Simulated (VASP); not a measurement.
Wanted: the native input for a VASP 6.6.1 run.

```yaml
Task: single point
Functional: PBE
Potentials_or_basis: VASP PAW PBE potentials, release 64 (Si)
Cutoff: 520 eV
k_mesh: 8 × 8 × 8
Occupations: gaussian, width 0.01 eV
Spin: no spin polarisation
Dipole_correction: no
Further_INCAR_settings: ALGO = Normal; EDIFF = 1e-06; NBANDS = 11
```

The structure of Si lies in POSCAR:

```
Si
1.0
    0.0000000000      2.7221197377      2.7221197377
    2.7221197377      0.0000000000      2.7221197377
    2.7221197377      2.7221197377      0.0000000000
Si
2
Direct
    0.2500000000      0.2500000000      0.2500000000
    0.0000000000      0.0000000000      0.0000000000
```

The input as run:

INCAR

```
SYSTEM = Si
PREC = Accurate ; ENCUT = 520
EDIFF = 1E-6 ; ISMEAR = 0
SIGMA = 0.01 ; LREAL = .False.
LASPH = .True. ; NELM = 100
ALGO = Normal ; ISIF = 2
LWAVE = .False. ; LCHARG = .False.
GGA = PE ; NBANDS = 11
```

KPOINTS

```
Automatic mesh
0
Gamma
  8 8 8
  0 0 0
```

Potentials or basis: VASP PAW PBE potentials, release 64 (Si).

Launch:

```console
$ cat potpaw_PBE.64/Si/POTCAR > POTCAR
$ mpirun -np 1 vasp_std > vasp.out
```

Results of the run:

```yaml
Pressure: 1.2 GPa
Band_gap_on_the_k_mesh: 0.63 eV, indirect (least direct gap 2.56 eV)
```

Run time: 18 s on 1 thread of Intel(R) Xeon(R) Platinum 8375C CPU @ 2.90GHz (Ice Lake), on a shared host, peak memory 0.16 GiB.
